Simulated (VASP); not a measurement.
# Na (Pm-3m) in VASP: single point with PBEsol

Aim: the single point of Na with PBEsol.

All numbers are computed with VASP 6.6.1; they aren't measurements. Logs are shortened: lines on timing, memory, paths and dates and some standing lists are left out, and cuts for length are marked.

**1. The cell of the first run**

The structure is cubic, space group Pm-3m (No. 221). The conventional cell has a = 7.023 Å, b = 7.023 Å, c = 7.023 Å, α = 90.00°, β = 90.00°, γ = 90.00°.

This isn't the form of Na at room conditions, which is bcc.

**2. Single point, PBEsol**

The input, INCAR:

```
PREC = Accurate
ENCUT = 520
EDIFF = 1E-7
ISMEAR = 1
SIGMA = 0.05
LREAL = F
LASPH = T
NELM = 60
ALGO = Normal
ISIF = 2
LWAVE = F
LCHARG = F
GGA = PS
NBANDS = 10
```

The input, KPOINTS:

```
regular mesh
0
Gamma
  5 5 5
```

The input, POSCAR:

```
Na
1.0
    7.0233430000      0.0000000000      0.0000000000
    0.0000000000      7.0233430000      0.0000000000
    0.0000000000      0.0000000000      7.0233430000
Na
1
Direct
    0.0000000000      0.0000000000      0.0000000000
```

Potentials or basis: VASP PAW PBE potentials, release 64 (Na_pv).

Command:

```sh
$ cat potpaw_PBE.64/Na_pv/POTCAR > POTCAR
$ mpirun -np 1 vasp_std > vasp.out
```

OUTCAR:

```text
PREC = Accurate
   ENCUT = 520
   EDIFF = 1E-7
   ISMEAR = 1
   LREAL = F
   LASPH = T
   NELM = 60
   ISIF = 2
   GGA = PS

 ion  position               nearest neighbor table
   1  0.000  0.000  0.000-

  LATTYP: Found a simple cubic cell.
 ALAT       =     7.0233430000

  Lattice vectors:

 A1 = (   7.0233430000,   0.0000000000,   0.0000000000)
 A2 = (   0.0000000000,   7.0233430000,   0.0000000000)
 A3 = (   0.0000000000,   0.0000000000,   7.0233430000)

Analysis of symmetry for initial positions (statically):
=====================================================================
 Subroutine PRICEL returns:
 Original cell was already a primitive cell.

 Routine SETGRP: Setting up the symmetry group for a
 simple cubic supercell.

 Subroutine GETGRP returns: Found 48 space group operations
 (whereof 48 operations were pure point group operations)
 out of a pool of 48 trial point group operations.

The static configuration has the point symmetry O_h .

Analysis of symmetry for dynamics (positions and initial velocities):
=====================================================================
 Subroutine PRICEL returns:
 Original cell was already a primitive cell.

 Routine SETGRP: Setting up the symmetry group for a
 simple cubic supercell.

 Subroutine GETGRP returns: Found 48 space group operations
 (whereof 48 operations were pure point group operations)
 out of a pool of 48 trial point group operations.

The dynamic configuration has the point symmetry O_h .

 Subroutine INISYM returns: Found 48 space group operations
 (whereof 48 operations are pure point group operations),
 and found     1 'primitive' translations

----------------------------------------------------------------------------------------

                                     Primitive cell

  volume of cell :     346.4429

  direct lattice vectors                    reciprocal lattice vectors
     7.023343000  0.000000000  0.000000000     0.142382338  0.000000000  0.000000000
     0.000000000  7.023343000  0.000000000     0.000000000  0.142382338  0.000000000
     0.000000000  0.000000000  7.023343000     0.000000000  0.000000000  0.142382338

  length of vectors
     7.023343000  7.023343000  7.023343000     0.142382338  0.142382338  0.142382338

  position of ions in fractional coordinates (direct lattice)
     0.000000000  0.000000000  0.000000000

  ion indices of the primitive-cell ions
   primitive index   ion index
                 1           1

----------------------------------------------------------------------------------------

 KPOINTS: regular mesh

Automatic generation of k-mesh.
 Grid dimensions read from file:
 generate k-points for:    5    5    5

 Generating k-lattice:

  Cartesian coordinates                     Fractional coordinates (reciprocal lattice)
     0.028476468  0.000000000  0.000000000     0.200000000  0.000000000  0.000000000
     0.000000000  0.028476468  0.000000000     0.000000000  0.200000000  0.000000000
     0.000000000  0.000000000  0.028476468     0.000000000  0.000000000  0.200000000

  Length of vectors
     0.028476468  0.028476468  0.028476468

  Shift w.r.t. Gamma in fractional coordinates (k-lattice)
     0.000000000  0.000000000  0.000000000

 Subroutine IBZKPT returns following result:
 ===========================================

 Found     10 irreducible k-points:

 Following reciprocal coordinates:
            Coordinates               Weight
  0.000000  0.000000  0.000000      1.000000
  0.200000  0.000000  0.000000      6.000000
  0.400000  0.000000  0.000000      6.000000
  0.200000  0.200000  0.000000     12.000000
  0.400000  0.200000  0.000000     24.000000
  0.400000  0.400000  0.000000     12.000000
  0.200000  0.200000  0.200000      8.000000
  0.400000  0.200000  0.200000     24.000000
  0.400000  0.400000  0.200000     24.000000
  0.400000  0.400000  0.400000      8.000000
   k-points           NKPTS =     10   k-points in BZ     NKDIM =     10   number of bands    NBANDS=     10
   number of dos      NEDOS =    301   number of ions     NIONS =      1
   total plane-waves  NPLWV = 157464
   dimension x,y,z NGX =    54 NGY =   54 NGZ =   54
   dimension x,y,z NGXF=   108 NGYF=  108 NGZF=  108
   ions per type =               1
   NGX,Y,Z   is equivalent  to a cutoff of  12.78, 12.78, 12.78 a.u.
   NGXF,Y,Z  is equivalent  to a cutoff of  25.56, 25.56, 25.56 a.u.
 SYSTEM =  unknown system
   PREC   = accura    normal or accurate (medium, high low for compatibility)
   ISTART =      0    job   : 0-new  1-cont  2-samecut
   ICHARG =      2    charge: 1-file 2-atom 10-const
   ISPIN  =      1    spin polarized calculation?
   LNONCOLLINEAR =      F non collinear calculations
   LSORBIT =      F    spin-orbit coupling
   LASPH  =      T    aspherical Exc in radial PAW
   ENCUT  =  520.0 eV  38.22 Ry    6.18 a.u.  13.06 13.06 13.06*2*pi/ulx,y,z
   NELM   =     60;   NELMIN=  2; NELMDL= -5     # of ELM steps
   EDIFF  = 0.1E-06   stopping-criterion for ELM
   LREAL  =      F    real-space projection
   EDIFFG = 0.1E-05   stopping-criterion for IOM
   NSW    =      0    number of steps for IOM
   IBRION =     -1    ionic relax: 0-MD 1-quasi-New 2-CG
   NFREE  =      0    steps in history (QN), initial steepest desc. (CG)
   ISIF   =      2    stress and relaxation
   ISYM   =      2    0-nonsym 1-usesym 2-fastsym
   POTIM  = 0.5000    time-step for ionic-motion
   TEBEG  =    0.0;   TEEND  =   0.0 temperature during run
   PSTRESS=    0.0 pullay stress
   NELECT =       7.0000    total number of electrons
   NUPDOWN=      -1.0000    fix difference up-down
   EMIN   =  10.00;   EMAX   =-10.00  energy-range for DOS
   EFERMI =   0.00;   METHOD = LEGACY
   ISMEAR =     1;   SIGMA  =   0.05  broadening in eV -4-tet -1-fermi 0-gaus
   EFERMI_NEDOS =   21; number of points for ismear=-14 and -15
   IALGO  =     38    algorithm
   IMIX   =      4    mixing-type and parameters
     AMIX     =   0.40;   BMIX     =  1.00
     AMIX_MAG =   1.60;   BMIX_MAG =  1.00
  volume/ion in A,a.u.               =     346.44      2337.91
  Fermi-wavevector in a.u.,A,eV,Ry     =   0.445893  0.842615  2.705114  0.198820
  Thomas-Fermi vector in A             =   1.423866
   LORBIT       =      0    0 simple, 1 ext, 2 COOP (PROOUT), +10 PAW based schemes
   GGA     = PS    functional components
   LHFCALC =     F    Hartree Fock is set to
   AEXX    =    0.0000 exact exchange contribution
   IVDW    =     0    specifies the selected vdW correction
   LEPSILON=     F    determine dielectric tensor
   LRPA    =     F    only Hartree local field effects (RPA)
 non-spin polarized calculation
 Methfessel and Paxton  Order N= 1 SIGMA  =   0.05
  energy-cutoff  :      520.00
  volume of cell :      346.44
 maximum number of plane-waves:      9360
 NGX is ok and might be reduce to    54
   NGX = 27   NGY = 27   NGZ = 27

 number of electron       7.0000020 magnetization

 Free energy of the ion-electron system (eV)
  ---------------------------------------------------
  ext. energy  EPLUGINS =         0.00000000
  ---------------------------------------------------
  free energy    TOTEN  =        -0.17062822 eV

  energy without entropy =       -0.17032308  energy(sigma->0) =       -0.17052651

 E-fermi :  -2.3188     XC(G=0):  -2.4070

 val. band max:       -2.3781568255   @ k =   0.4000   0.2000   0.0000
 cond. band min:      -2.2993088744   @ k =   0.4000   0.2000   0.2000
 fundamental gap:      0.0788479511
 Fermi energy:        -2.3188121801

 k-point     1 :       0.0000    0.0000    0.0000
  band No.  band energies     occupation
      1     -28.4142      2.00000
      2     -28.4142      2.00000
      3     -28.4142      2.00000
      4      -2.7169      2.00000
      5       0.3941      0.00000
      6       0.3941      0.00000
      7       0.3941      0.00000
      8       0.7051      0.00000
      9       1.0920      0.00000
     10       1.0920      0.00000

 k-point     2 :       0.2000    0.0000    0.0000
  band No.  band energies     occupation
      1     -28.4142      2.00000
      2     -28.4142      2.00000
      3     -28.4142      2.00000
      4      -2.6345      2.00000
      5      -0.3784      0.00000
      6       0.4700      0.00000
      7       0.4700      0.00000
      8       0.9331      0.00000
      9       1.1895      0.00000
     10       1.9648      0.00000

 k-point     3 :       0.4000    0.0000    0.0000
  band No.  band energies     occupation
      1     -28.4142      2.00000
      2     -28.4142      2.00000
      3     -28.4142      2.00000
      4      -2.4576      2.00062
      5      -1.0079      0.00000
      6       0.6286      0.00000
      7       0.6286      0.00000
      8       1.2147      0.00000
      9       1.4200      0.00000
     10       2.0941      0.00000

 k-point     4 :       0.2000    0.2000    0.0000
  band No.  band energies     occupation
      1     -28.4142      2.00000
      2     -28.4142      2.00000
      3     -28.4142      2.00000
      4      -2.5528      2.00000
      5      -0.3355      0.00000
      6      -0.2361      0.00000
      7       0.5445      0.00000
      8       1.1536      0.00000
      9       1.7569      0.00000
     10       2.1276      0.00000

 k-point     5 :       0.4000    0.2000    0.0000
  band No.  band energies     occupation
      1     -28.4142      2.00000
      2     -28.4142      2.00000
      3     -28.4142      2.00000
      4      -2.3782      2.07045
      5      -0.9153      0.00000
      6      -0.0839      0.00000
      7       0.6993      0.00000
      8       1.1783      0.00000
      9       1.4218      0.00000
     10       2.2559      0.00000

 k-point     6 :       0.4000    0.4000    0.0000
  band No.  band energies     occupation
      1     -28.4142      2.00000
      2     -28.4142      2.00000
      3     -28.4142      2.00000
      4      -2.2105     -0.00900
      5      -0.7172      0.00000
      6      -0.6826      0.00000
      7       0.5074      0.00000
      8       0.8432      0.00000
      9       1.6685      0.00000
     10       2.4563      0.00000

 k-point     7 :       0.2000    0.2000    0.2000
  band No.  band energies     occupation
      1     -28.4142      2.00000
      2     -28.4142      2.00000
      3     -28.4142      2.00000
      4      -2.4717      2.00013
      5      -0.2853      0.00000
      6      -0.1507      0.00000
      7      -0.1507      0.00000
      8       1.6718      0.00000
      9       2.0028      0.00000
     10       2.0028      0.00000

 k-point     8 :       0.4000    0.2000    0.2000
  band No.  band energies     occupation
      1     -28.4142      2.00000
      2     -28.4142      2.00000
      3     -28.4142      2.00000
      4      -2.2993      0.39219
      5      -0.8235      0.00000
      6      -0.0338      0.00000
      7       0.0371      0.00000
      8       1.2027      0.00000
      9       1.3868      0.00000
     10       2.0971      0.00000

 k-point     9 :       0.4000    0.4000    0.2000
  band No.  band energies     occupation
      1     -28.4142      2.00000
      2     -28.4142      2.00000
      3     -28.4142      2.00000
      4      -2.1335     -0.00000
      5      -0.6283      0.00000
      6      -0.5951      0.00000
      7       0.1857      0.00000
      8       0.6109      0.00000
      9       1.5219      0.00000
     10       1.5785      0.00000

 k-point    10 :       0.4000    0.4000    0.4000
  band No.  band energies     occupation
      1     -28.4142      2.00000
      2     -28.4142      2.00000
      3     -28.4142      2.00000
      4      -1.9734     -0.00000
      5      -0.4392      0.00000
      6      -0.4003      0.00000
      7      -0.4003      0.00000
      8       0.8161      0.00000
      9       0.9160      0.00000
     10       0.9160      0.00000

------------------------ aborting loop because EDIFF is reached ----------------------------------------

  FORCE on cell =-STRESS in cart. coord.  units (eV):
  Direction    XX          YY          ZZ          XY          YZ          ZX
  --------------------------------------------------------------------------------------
  -------------------------------------------------------------------------------------
  Total       -0.3164134     -0.3164134     -0.3164134      0.0000000      0.0000000      0.0000000
  in kB       -1.4633013     -1.4633013     -1.4633013      0.0000000      0.0000000      0.0000000
  external PRESSURE =      -1.4633013 kB  Pullay stress =       0.0000000 kB

 VOLUME and BASIS-vectors are now :
 -----------------------------------------------------------------------------
  energy-cutoff  :      520.00
  volume of cell :      346.44
      direct lattice vectors                 reciprocal lattice vectors
     7.023343000  0.000000000  0.000000000     0.142382338  0.000000000  0.000000000
     0.000000000  7.023343000  0.000000000     0.000000000  0.142382338  0.000000000
     0.000000000  0.000000000  7.023343000     0.000000000  0.000000000  0.142382338

 POSITION                                       TOTAL-FORCE (eV/Angst)
 -----------------------------------------------------------------------------------
      0.00000      0.00000      0.00000         0.000000      0.000000      0.000000
 -----------------------------------------------------------------------------------
    total drift:                                0.000000     -0.000000     -0.000000

  FREE ENERGIE OF THE ION-ELECTRON SYSTEM (eV)
  ---------------------------------------------------
  free  energy   TOTEN  =        -0.1706282195 eV

  energy  without entropy=       -0.1703230786  energy(sigma->0) =       -0.17052651
```

Wall time 28 s (1 thread of Intel Xeon Platinum 8559C (Emerald Rapids), shared host); peak memory 0.38 GiB.

Results:

- Free energy: -0.1706 eV
- Pressure: -0.1 GPa
- Band gap on the k mesh: zero (an odd number of electrons rules out a gap without spin polarisation)

Caveat: the PAW data sets were made with another functional, which shifts forces and pressure a little.
